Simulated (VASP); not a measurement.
Here is a VASP 6.6.1 calculation.

Contents of INCAR:

```
  PREC = Accurate
  ENCUT = 520
  EDIFF = 1E-6
  ISMEAR = 0
  SIGMA = 0.05
  LREAL = F
  LASPH = T
  NELM = 100
  ALGO = Normal
  ISIF = 2
  LWAVE = F
  LCHARG = F
  GGA = PE
  IVDW = 12
  NBANDS = 11
```

File KPOINTS:

```
regular mesh
0
Gamma
  15 15 15
```

The input POSCAR:

```
C
1.0
    1.2324809262      0.7115731945      3.3609366220
   -1.2324809262      0.7115731945      3.3609366220
    0.0000000000     -1.4231463891      3.3609366220
C
2
Direct
    0.1689909106      0.1689909106      0.1900709627
    0.8310090894      0.8310090894      0.8099290373
```

Potentials or basis: VASP PAW PBE potentials, release 64 (C).

Launch:

```console
$ cat potpaw_PBE.64/C/POTCAR > POTCAR
$ mpirun -np 1 vasp_std > vasp.out
```

Question: Predict the largest force.

Answer: 4.444 eV/Å.

Question: Predict the dispersion energy per atom.

Answer: -0.156 eV.

Question: Predict the pressure.

Answer: 0.1 GPa.

Forces on the atoms (eV/Å):
```
C    0.000  3.199 -3.085
C    0.000 -3.199  3.085
```

Caveat: the cell differs from its parent crystal (atoms displaced along several vibrational modes); the stress differs along the axes, from -5 to 8 GPa; forces of over 1 eV/Å act on the atoms, so gaps and moduli don't describe the material at rest.
